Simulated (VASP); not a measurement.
# Cu in VASP: single point with PBE+D3(BJ)

Aim: the single point of Cu with PBE+D3(BJ).

Program: VASP 6.6.1. These are calculated values, not measurements. Logs are shortened: lines on timing, memory, paths and dates and some standing lists are left out, and cuts for length are marked.

**1. The cell of the first run**

The cell holds a slab with vacuum, 21 atoms: a = 6.319 Å, b = 6.319 Å, c = 31.914 Å, α = 90.00°, β = 90.00°, γ = 120.00°.

**2. Single point, PBE+D3(BJ)**

INCAR

```
PREC = Accurate
ENCUT = 520
EDIFF = 1E-6
ISMEAR = 1
SIGMA = 0.1
LREAL = Auto
LASPH = T
NELM = 100
ALGO = Normal
ISIF = 2
LWAVE = F
LCHARG = F
LDIPOL = T
IDIPOL = 3
DIPOL = 0.5 0.5 0.412
GGA = PE
IVDW = 12
NBANDS = 132
```

KPOINTS

```
Automatic mesh
0
Gamma
  6 6 1
```

POSCAR

```
Cu
1.0
    0.0000000287      6.3192971877      0.0000000000
   -5.4726719130     -3.1596485690      0.0000000000
    0.0000000000      0.0000000000     31.9135491915
Cu
21
Direct
    0.1428571667      0.7142858000      0.3446811865
    0.0000001667      0.0000001333      0.3446811865
    0.2857141667      0.4285711333      0.3446811865
    0.5714285000      0.8571428000      0.3446811865
    0.4285711667      0.1428571333      0.3446811865
    0.7142855000      0.5714284667      0.3446811865
    0.8571428333      0.2857141333      0.3446811865
    0.3334569524      0.6669878844      0.4126009643
    0.1918470467      0.9524781161      0.4123982522
    0.4760931839      0.3822260306      0.4123982522
    0.7615834156      0.8093261679      0.4126009643
    0.6192451321      0.0951143476      0.4126009643
    0.9047618333      0.5238094667      0.4103831766
    0.0463452694      0.2367242533      0.4123982522
    0.5234125599      0.6195959357      0.4801045281
    0.3818975758      0.9051587401      0.4801045281
    0.6680711717      0.3355816549      0.4775000125
    0.9532246832      0.7605001283      0.4775000125
    0.8089753643      0.0466737242      0.4801045281
    0.0929896451      0.4753466168      0.4775000125
    0.2380951667      0.1904761333      0.4784035400
```

Potentials or basis: VASP PAW PBE potentials, release 64 (Cu).

Run with:

```bash
$ cat potpaw_PBE.64/Cu/POTCAR > POTCAR
$ mpirun -np 1 vasp_std > vasp.out
```

OUTCAR:

```text
PREC = Accurate
   ENCUT = 520
   EDIFF = 1E-6
   ISMEAR = 1
   LREAL = Auto
   LASPH = T
   NELM = 100
   ISIF = 2
   GGA = PE
   IVDW = 12
 IVDW          = 12

 ion  position               nearest neighbor table
   1  0.143  0.714  0.345-   5 2.39   4 2.39   2 2.39   6 2.39   7 2.39   3 2.39  13 2.51   9 2.56
                             8 2.57
   2  0.000  0.000  0.345-   5 2.39   3 2.39   7 2.39   1 2.39   4 2.39   6 2.39  14 2.56   9 2.57
                            11 2.57
   3  0.286  0.429  0.345-   5 2.39   2 2.39   6 2.39   7 2.39   4 2.39   1 2.39  10 2.56  14 2.57
                             8 2.57
   4  0.571  0.857  0.345-   1 2.39   6 2.39   7 2.39   5 2.39   3 2.39   2 2.39  12 2.57   8 2.57
                            11 2.57
   5  0.429  0.143  0.345-   2 2.39   3 2.39   1 2.39   6 2.39   4 2.39   7 2.39   9 2.56  10 2.57
                            12 2.57
   6  0.714  0.571  0.345-   3 2.39   4 2.39   5 2.39   1 2.39   7 2.39   2 2.39  13 2.51  10 2.56
                            11 2.57
   7  0.857  0.286  0.345-   2 2.39   4 2.39   3 2.39   6 2.39   1 2.39   5 2.39  13 2.51  14 2.56
                            12 2.57
   8  0.333  0.667  0.413-   9 2.38  10 2.38  11 2.39  12 2.39  13 2.39  14 2.40  20 2.50  15 2.56
                            16 2.56   4 2.57   1 2.57   3 2.57
   9  0.192  0.952  0.412-   8 2.38  12 2.38  13 2.39  14 2.39  10 2.39  11 2.40  18 2.50  21 2.52
                             5 2.56  16 2.56   1 2.56   2 2.57
  10  0.476  0.382  0.412-  11 2.38   8 2.38  13 2.39  14 2.39   9 2.39  12 2.40  17 2.50  21 2.52
                             3 2.56  15 2.56   6 2.56   5 2.57
  11  0.762  0.809  0.413-  10 2.38  14 2.38   8 2.39  12 2.39  13 2.39   9 2.40  18 2.50  19 2.56
                            15 2.56   4 2.57   6 2.57   2 2.57
  12  0.619  0.095  0.413-  14 2.38   9 2.38  11 2.39   8 2.39  13 2.39  10 2.40  17 2.50  16 2.56
                            19 2.56   4 2.57   7 2.57   5 2.57
  13  0.905  0.524  0.410-  11 2.39  12 2.39   8 2.39  10 2.39   9 2.39  14 2.39   6 2.51   1 2.51
                             7 2.51  18 2.54  17 2.54  20 2.54
  14  0.046  0.237  0.412-  12 2.38  11 2.38  13 2.39  10 2.39   9 2.39   8 2.40  20 2.50  21 2.52
                             2 2.56  19 2.56   7 2.56   3 2.57
  15  0.523  0.620  0.480-  16 2.38  19 2.38  17 2.39  21 2.39  20 2.40  18 2.40   8 2.56  11 2.56
                            10 2.56
  16  0.382  0.905  0.480-  19 2.38  15 2.38  18 2.39  21 2.39  17 2.40  20 2.40  12 2.56   8 2.56
                             9 2.56
  17  0.668  0.336  0.478-  20 2.37  18 2.37  15 2.39  21 2.39  16 2.40  19 2.40  12 2.50  10 2.50
                            13 2.54
  18  0.953  0.761  0.478-  20 2.37  17 2.37  16 2.39  21 2.39  19 2.40  15 2.40  11 2.50   9 2.50
                            13 2.54
  19  0.809  0.047  0.480-  16 2.38  15 2.38  20 2.39  21 2.39  18 2.40  17 2.40  11 2.56  12 2.56
                            14 2.56
  20  0.093  0.475  0.478-  17 2.37  18 2.37  19 2.39  21 2.39  15 2.40  16 2.40   8 2.50  14 2.50
                            13 2.54
  21  0.238  0.190  0.478-  16 2.39  15 2.39  19 2.39  17 2.39  18 2.39  20 2.39   9 2.52  10 2.52
                            14 2.52

  LATTYP: Found a hexagonal cell.
 ALAT       =     6.3192971877
 C/A-ratio  =     5.0501738158

  Lattice vectors:

 A1 = (   0.0000000287,   6.3192971877,   0.0000000000)
 A2 = (  -5.4726719130,  -3.1596485690,   0.0000000000)
 A3 = (   0.0000000000,   0.0000000000,  31.9135491915)

Analysis of symmetry for initial positions (statically):
=====================================================================
 Subroutine PRICEL returns:
 Original cell was already a primitive cell.

 Routine SETGRP: Setting up the symmetry group for a
 hexagonal supercell.

 Subroutine GETGRP returns: Found  3 space group operations
 (whereof  1 operations were pure point group operations)
 out of a pool of 24 trial point group operations.

The static configuration has the point symmetry C_1 .
 The point group associated with its full space group is C_3 .

Analysis of symmetry for dynamics (positions and initial velocities):
=====================================================================
 Subroutine PRICEL returns:
 Original cell was already a primitive cell.

 Routine SETGRP: Setting up the symmetry group for a
 hexagonal supercell.

 Subroutine GETGRP returns: Found  3 space group operations
 (whereof  1 operations were pure point group operations)
 out of a pool of 24 trial point group operations.

The dynamic configuration has the point symmetry C_1 .
 The point group associated with its full space group is C_3 .

 Subroutine INISYM returns: Found  3 space group operations
 (whereof  1 operations are pure point group operations),
 and found     1 'primitive' translations

----------------------------------------------------------------------------------------

                                     Primitive cell

  volume of cell :    1103.6803

  direct lattice vectors                    reciprocal lattice vectors
     0.000000029  6.319297188  0.000000000    -0.091363050  0.158245446  0.000000000
    -5.472671913 -3.159648569  0.000000000    -0.182726101  0.000000001  0.000000000
     0.000000000  0.000000000 31.913549191     0.000000000  0.000000000  0.031334653

  length of vectors
     6.319297188  6.319297188 31.913549191     0.182726101  0.182726101  0.031334653

  position of ions in fractional coordinates (direct lattice)
     0.142857167  0.714285800  0.344681186
     0.000000167  0.000000133  0.344681186
     0.285714167  0.428571133  0.344681186
     0.571428500  0.857142800  0.344681186
     0.428571167  0.142857133  0.344681186
     0.714285500  0.571428467  0.344681186
[... 13 lines left out ...]
     0.092989645  0.475346617  0.477500013
     0.238095167  0.190476133  0.478403540

  ion indices of the primitive-cell ions
   primitive index   ion index
                 1           1
                 2           2
                 3           3
                 4           4
                 5           5
                 6           6
[... 13 lines left out ...]
                20          20
                21          21

----------------------------------------------------------------------------------------

 KPOINTS: Automatic mesh

Automatic generation of k-mesh.
 Grid dimensions read from file:
 generate k-points for:    6    6    1

 Generating k-lattice:

  Cartesian coordinates                     Fractional coordinates (reciprocal lattice)
    -0.015227175  0.026374241  0.000000000     0.166666667  0.000000000  0.000000000
    -0.030454350  0.000000000  0.000000000     0.000000000  0.166666667  0.000000000
     0.000000000  0.000000000  0.031334653     0.000000000  0.000000000  1.000000000

  Length of vectors
     0.030454350  0.030454350  0.031334653

  Shift w.r.t. Gamma in fractional coordinates (k-lattice)
     0.000000000  0.000000000  0.000000000

 Subroutine IBZKPT returns following result:
 ===========================================

 Found      8 irreducible k-points:

 Following reciprocal coordinates:
            Coordinates               Weight
  0.000000  0.000000  0.000000      1.000000
  0.166667  0.000000  0.000000      6.000000
  0.333333  0.000000  0.000000      6.000000
  0.500000  0.000000  0.000000      3.000000
  0.166667  0.166667  0.000000      6.000000
  0.333333  0.166667  0.000000      6.000000
 -0.333333  0.500000  0.000000      6.000000
  0.333333  0.333333  0.000000      2.000000
   k-points           NKPTS =      8   k-points in BZ     NKDIM =      8   number of bands    NBANDS=    132
   number of dos      NEDOS =    301   number of ions     NIONS =     21
   total plane-waves  NPLWV = 552960
   dimension x,y,z NGX =    48 NGY =   48 NGZ =  240
   dimension x,y,z NGXF=    96 NGYF=   96 NGZF=  480
   ions per type =              21
   NGX,Y,Z   is equivalent  to a cutoff of  12.63, 12.63, 12.50 a.u.
   NGXF,Y,Z  is equivalent  to a cutoff of  25.26, 25.26, 25.00 a.u.
 SYSTEM =  unknown system
   PREC   = accura    normal or accurate (medium, high low for compatibility)
   ISTART =      0    job   : 0-new  1-cont  2-samecut
   ICHARG =      2    charge: 1-file 2-atom 10-const
   ISPIN  =      1    spin polarized calculation?
   LNONCOLLINEAR =      F non collinear calculations
   LSORBIT =      F    spin-orbit coupling
   LASPH  =      T    aspherical Exc in radial PAW
   ENCUT  =  520.0 eV  38.22 Ry    6.18 a.u.  11.75 11.75 59.34*2*pi/ulx,y,z
   NELM   =    100;   NELMIN=  2; NELMDL= -5     # of ELM steps
   EDIFF  = 0.1E-05   stopping-criterion for ELM
   LREAL  =      T    real-space projection
   EDIFFG = 0.1E-04   stopping-criterion for IOM
   NSW    =      0    number of steps for IOM
   IBRION =     -1    ionic relax: 0-MD 1-quasi-New 2-CG
   NFREE  =      0    steps in history (QN), initial steepest desc. (CG)
   ISIF   =      2    stress and relaxation
   ISYM   =      2    0-nonsym 1-usesym 2-fastsym
   POTIM  = 0.5000    time-step for ionic-motion
   TEBEG  =    0.0;   TEEND  =   0.0 temperature during run
   PSTRESS=    0.0 pullay stress
   NELECT =     231.0000    total number of electrons
   NUPDOWN=      -1.0000    fix difference up-down
   EMIN   =  10.00;   EMAX   =-10.00  energy-range for DOS
   EFERMI =   0.00;   METHOD = LEGACY
   ISMEAR =     1;   SIGMA  =   0.10  broadening in eV -4-tet -1-fermi 0-gaus
   EFERMI_NEDOS =   21; number of points for ismear=-14 and -15
   IALGO  =     38    algorithm
   IMIX   =      4    mixing-type and parameters
     AMIX     =   0.40;   BMIX     =  1.00
     AMIX_MAG =   1.60;   BMIX_MAG =  1.00
  volume/ion in A,a.u.               =      52.56       354.67
  Fermi-wavevector in a.u.,A,eV,Ry     =   0.971996  1.836806 12.854456  0.944776
  Thomas-Fermi vector in A             =   2.102258
   LORBIT       =      0    0 simple, 1 ext, 2 COOP (PROOUT), +10 PAW based schemes
   GGA     = PE    functional components
   LHFCALC =     F    Hartree Fock is set to
   AEXX    =    0.0000 exact exchange contribution
   IVDW    =    12    specifies the selected vdW correction
   LEPSILON=     F    determine dielectric tensor
   LRPA    =     F    only Hartree local field effects (RPA)
 non-spin polarized calculation
 Methfessel and Paxton  Order N= 1 SIGMA  =   0.10
  energy-cutoff  :      520.00
  volume of cell :     1103.68
 maximum number of plane-waves:     29755
   NGX = 23   NGY = 23   NGZ =119

 dipolmoment           0.000000      0.000000      0.000444 electrons x Angstroem

 number of electron     230.9999984 magnetization

 dipolmoment           0.000000      0.000000     -0.001988 electrons x Angstroem

 Free energy of the ion-electron system (eV)
  ---------------------------------------------------
  ext. energy  EPLUGINS =         0.00000000
  ---------------------------------------------------
  free energy    TOTEN  =       -70.15115130 eV

  energy without entropy =      -70.13985049  energy(sigma->0) =      -70.14738436

 E-fermi :  -2.2134     XC(G=0):  -3.2830

 val. band max:       -2.2182788889   @ k =   0.0000   0.0000   0.0000
 cond. band min:      -2.2085248248   @ k =   0.0000   0.0000   0.0000
 fundamental gap:      0.0097540642
 Fermi energy:        -2.2134148406

 k-point     1 :       0.0000    0.0000    0.0000
  band No.  band energies     occupation
      1     -11.6401      2.00000
      2      -9.7132      2.00000
      3      -8.2432      2.00000
      4      -7.7136      2.00000
      5      -7.6926      2.00000
      6      -7.6926      2.00000
[... 1029 lines left out ...]
    126       0.7392      0.00000
    127       2.4846      0.00000
 [bands above 127 left out]

------------------------ aborting loop because EDIFF is reached ----------------------------------------

 vacuum level on the upper side and lower side of the slab       (xc-potential included)        -0.009         0.001

 Edisp (eV)   -9.10778

 E8    (eV) :    -4.1090

  FORCE on cell =-STRESS in cart. coord.  units (eV):
  Direction    XX          YY          ZZ          XY          YZ          ZX
  --------------------------------------------------------------------------------------
  -------------------------------------------------------------------------------------
  Total      26.55835    26.55835     2.67262    -0.00000    -0.00000    -0.00000
  in kB      38.55391    38.55391     3.87975    -0.00000    -0.00000    -0.00000
  external pressure =       27.00 kB  Pullay stress =        0.00 kB

 VOLUME and BASIS-vectors are now :
 -----------------------------------------------------------------------------
  energy-cutoff  :      520.00
  volume of cell :     1103.68
      direct lattice vectors                 reciprocal lattice vectors
     0.000000029  6.319297188  0.000000000    -0.091363050  0.158245446  0.000000000
    -5.472671913 -3.159648569  0.000000000    -0.182726101  0.000000001  0.000000000
     0.000000000  0.000000000 31.913549191     0.000000000  0.000000000  0.031334653

 POSITION                                       TOTAL-FORCE (eV/Angst)
 -----------------------------------------------------------------------------------
     -3.90905     -1.35414     11.00000        -0.048219      0.045793     -0.090710
     -0.00000      0.00000     11.00000         0.003975      0.002186      0.006651
     -2.34543      0.45138     11.00000        -0.000094     -0.004535      0.006651
     -4.69086      0.90276     11.00000         0.000000      0.000000      0.033121
     -0.78181      2.25689     11.00000        -0.003880      0.002349      0.006651
     -3.12724      2.70827     11.00000        -0.015549     -0.064655     -0.090710
[... 13 lines left out ...]
     -2.60142     -0.91430     15.23872        -0.026972      0.146392      0.240481
     -1.04241      0.90276     15.26755         0.000000      0.000000      0.204093
 -----------------------------------------------------------------------------------
    total drift:                                0.000031      0.000155      0.000003

  FREE ENERGIE OF THE ION-ELECTRON SYSTEM (eV)
  ---------------------------------------------------
  free  energy   TOTEN  =       -79.2589360764 eV

  energy  without entropy=      -79.2476352610  energy(sigma->0) =      -79.25516914

 vacuum level on the upper side and lower side of the slab         2.840         2.851
```

Wall time 66 min (1 thread of Intel Xeon 6975P-C, shared host); peak memory 1.4 GiB.

Results:

```yaml
Free_energy: -79.2589 eV
Largest_force: 0.283 eV/Å
Dispersion_energy_per_atom: -0.434 eV
```

Forces on the atoms (eV/Å):
```
Cu  -0.048  0.046 -0.091
Cu   0.004  0.002  0.007
Cu   0.000 -0.005  0.007
Cu   0.000  0.000  0.033
Cu  -0.004  0.002  0.007
Cu  -0.016 -0.065 -0.091
Cu   0.064  0.019 -0.091
Cu  -0.007  0.028 -0.142
Cu  -0.032 -0.027 -0.178
Cu   0.040 -0.015 -0.178
Cu  -0.021 -0.021 -0.142
Cu   0.028 -0.008 -0.142
Cu   0.000  0.000  0.052
Cu  -0.007  0.042 -0.178
Cu   0.048  0.010  0.068
Cu  -0.015 -0.046  0.068
Cu   0.140 -0.050  0.240
Cu  -0.113 -0.097  0.240
Cu  -0.033  0.036  0.068
Cu  -0.027  0.146  0.240
Cu   0.000  0.000  0.204
```

Levels at points of the mesh, in eV from the Fermi level:
| k point | band 111 | band 112 | band 113 | band 114 | band 115 | band 116 | band 117 | band 118 | band 119 | band 120 |
| --- | --- | --- | --- | --- | --- | --- | --- | --- | --- | --- |
| (0.00, 0.00, 0.00) | -0.76 | -0.76 | -0.76 | -0.76 | -0.64 | -0.01 | -0.01 | -0.01 | 0.00 | 0.00 |
| (0.50, 0.00, 0.00) | -1.23 | -1.18 | -1.16 | -0.41 | -0.40 | 0.19 | 1.24 | 1.27 | 1.50 | 1.68 |
